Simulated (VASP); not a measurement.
# Ru: single point with PBE

Ru:

```
Ru
1.0
     2.85603    0.00000    0.00000
    -1.42801    2.47339    0.00000
     0.00000    0.00000    4.08193
Ru
2
Direct
  0.33333 0.66667 0.25000
  0.66667 0.33333 0.75000
```

This cell differs from its parent crystal: strain +0.050 along x and y, -0.050 along z.

| Property | Result |
| --- | --- |
| Program | VASP 6.6.1 |
| Task | single point |
| Functional | PBE |
| Potentials or basis | VASP PAW PBE potentials, release 64 (Ru_pv) |
| Cutoff | 520 eV |
| k mesh | 24 × 24 × 14 |
| Occupations | gaussian, width 0.15 eV |
| Spin | no spin polarisation |
| Dipole correction | no |
| Further INCAR settings | ALGO = Fast; EDIFF = 1e-06; NBANDS = 21 |

```json
{"Pressure": "-8.8 GPa", "Band gap on the k mesh": "zero (bands 14 and 15 overlap by 2.63 eV)"}
```

Stress tensor (GPa, compression positive):
```
-19.85   0.00   0.00
  0.00 -19.85   0.00
  0.00   0.00  13.28
```

Levels at points of the mesh, in eV from the Fermi level:
| k point | band 12 | band 13 | band 14 | band 15 | band 16 | band 17 |
| --- | --- | --- | --- | --- | --- | --- |
| (0.00, 0.00, 0.00) | -2.01 | -1.68 | -1.68 | -1.37 | 1.06 | 1.06 |
| (0.50, 0.00, 0.00) | -1.41 | -0.89 | 0.67 | 1.30 | 2.09 | 3.41 |
| (0.00, 0.00, 0.50) | -2.96 | -2.03 | -2.03 | 0.62 | 0.62 | 0.62 |
| (0.50, 0.00, 0.50) | -1.37 | 0.29 | 0.29 | 1.09 | 1.09 | 3.01 |

Wall time 90 s on 1 thread of Intel(R) Xeon(R) 6975P-C (Granite Rapids), with other jobs on the host, peak memory 0.32 GiB.

Caveat: the cell differs from its parent crystal (strain +0.050 along x and y, -0.050 along z); the cell stands under tension.
